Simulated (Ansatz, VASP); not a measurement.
One calculation of Ta2MnSb2O, two programs

```xyz
6
Lattice="3.4829 0.0000 0.0000 -1.7414 3.0163 0.0000 0.0000 0.0000 10.2192" Properties=species:S:1:pos:R:3 pbc="T T T"
Ta    1.7414    1.0054    9.2592
Ta    0.0000    2.0108    0.9600
Mn    0.0000    0.0000    5.1096
Sb    0.0000    2.0108    6.9877
Sb    1.7414    1.0054    3.2315
O     0.0000    0.0000    0.0000
```

Alike in both runs: functional PBE; k mesh 4 × 4 × 2; occupations gaussian, width 0.15 eV; collinear spin.

Ansatz relaxed the structure, and its values are those at the end. VASP's run is a single point on that final structure, the one shown.

|  | VASP | Ansatz |
| --- | --- | --- |
| version | VASP 6.6.1 | Ansatz 0.2.0 |
| potentials or method | VASP PAW PBE potentials, release 64 (Ta_pv, Mn_pv, Sb, O), cutoff 520 eV | scalar-relativistic, plane waves, PAW |
| valence electrons in the cell | 51 | 77 |

Ansatz gave:

| Item | Value |
| --- | --- |
| gap on the k mesh at the Fermi level (eV) | none |
| pressure (GPa) | 0.1 |
| rms of the force components (eV/Å) | 0.007 |
| net moment per atom (μB) | 0.51 |
| size of the moment on the site where the two differ most (μB) | 0.04 |

Task: What did VASP give for the same quantities?

Result: gap on the k mesh at the Fermi level (eV): none; pressure (GPa): 0.3; rms of the force components (eV/Å): 0.004; net moment per atom (μB): 0.51; size of the moment on the site where the two differ most (μB): 0.07.

Site moments also hang on the region over which each program counts them. A gap of «none» marks a metal or a gap that the smearing closes. VASP's potentials hold 51 valence electrons a cell and Ansatz's 77, so a difference there can come from the potentials and not from the codes.

The k mesh is coarse, so the values compare programs but aren't converged. Spin-orbit coupling is off throughout.
